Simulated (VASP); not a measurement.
Input of a VASP 6.6.1 run:

File INCAR:

```
PREC = Accurate
ENCUT = 500
EDIFF = 1E-6
ISMEAR = -1
SIGMA = 0.08
LREAL = F
LASPH = T
NELM = 120
ALGO = Normal
ISIF = 2
LWAVE = F
LCHARG = T
GGA = PE
LELF = T
LVHAR = T
NBANDS = 12
GGA_COMPAT = F
```

Contents of KPOINTS:

```
Automatic mesh
0
Gamma
  15 15 15
```

Contents of POSCAR:

```
In
1.0
   -1.7577949869      1.7577949869      1.7577949869
    1.7577949869     -1.7577949869      1.7577949869
    1.7577949869      1.7577949869     -1.7577949869
In
1
Direct
    0.0000000000      0.0000000000      0.0000000000
```

Potentials or basis: VASP PAW PBE potentials, release 64 (In_d).

The run is started by

```console
$ cat potpaw_PBE.64/In_d/POTCAR > POTCAR
$ mpirun -np 1 vasp_std > vasp.out
```

Task: Estimate the pressure.

Result: 16.0 GPa.
